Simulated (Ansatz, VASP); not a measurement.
**Cu: VASP and Ansatz over several settings**

```
Cu
1.0
     0.00000    1.80750    1.80750
     1.80750    0.00000    1.80750
     1.80750    1.80750    0.00000
Cu
1
Direct
  0.00000 0.00000 0.00000
```

Single points on this cell with VASP 6.6.1 and Ansatz 0.2.0. Each row is one pair of runs. Alike in all rows: spin: off.

```csv
level,k mesh,smearing,"VASP's potentials, cutoff","Ansatz's potentials, cutoff","gap on the k mesh at the Fermi level (eV), VASP","gap on the k mesh at the Fermi level (eV), Ansatz","pressure (GPa), VASP","pressure (GPa), Ansatz"
PBEsol-based global hybrid,7 × 7 × 7,"fermi-dirac, width 0.05 eV","VASP PAW PBE potentials, release 64 (Cu), 520 eV","Ansatz PAW, 420 eV",none,none,-4.6,-4.5
r2SCAN+rVV10,13 × 13 × 13,"fermi-dirac, width 0.05 eV","VASP PAW PBE potentials, release 64 (Cu), 520 eV","Ansatz PAW, 500 eV",none,none,-6.2,-7.0
PBE+D3(BJ),13 × 13 × 13,"fermi-dirac, width 0.05 eV","VASP PAW PBE potentials, release 64 (Cu), 600 eV","Ansatz PAW, 420 eV",none,none,-6.0,-6.6
PBEsol+D3(BJ),13 × 13 × 13,"fermi-dirac, width 0.05 eV","VASP PAW PBE potentials, release 64 (Cu), 600 eV","Ansatz PAW, 420 eV",none,none,-13.0,-13.8
RPBE+D3(BJ),13 × 13 × 13,"fermi-dirac, width 0.05 eV","VASP PAW PBE potentials, release 64 (Cu), 600 eV","Ansatz PAW, 420 eV",none,none,-,-
revPBE+D4,13 × 13 × 13,"fermi-dirac, width 0.05 eV","VASP PAW PBE potentials, release 64 (Cu), 600 eV","Ansatz PAW, 420 eV",none,none,-7.0,-7.6
PBE,13 × 13 × 13,"gaussian, width 0.018 eV","VASP PAW PBE potentials, release 64 (Cu), 600 eV","Ansatz PAW, 420 eV",none,none,2.3,1.7
PBE,13 × 13 × 13,"gaussian, width 0.021 eV","VASP PAW PBE potentials, release 64 (Cu), 600 eV","Ansatz PAW, 420 eV",none,none,2.3,1.7
```

Pressure (GPa): the two programs differ by at most 0.82.

VASP's potentials hold 11 valence electrons a cell and Ansatz's 19, so a difference there can come from the potentials and not from the codes.

A gap of «none» marks a metal or a gap that the smearing closes.

The k mesh is coarse in some rows, so the values compare programs but aren't converged.
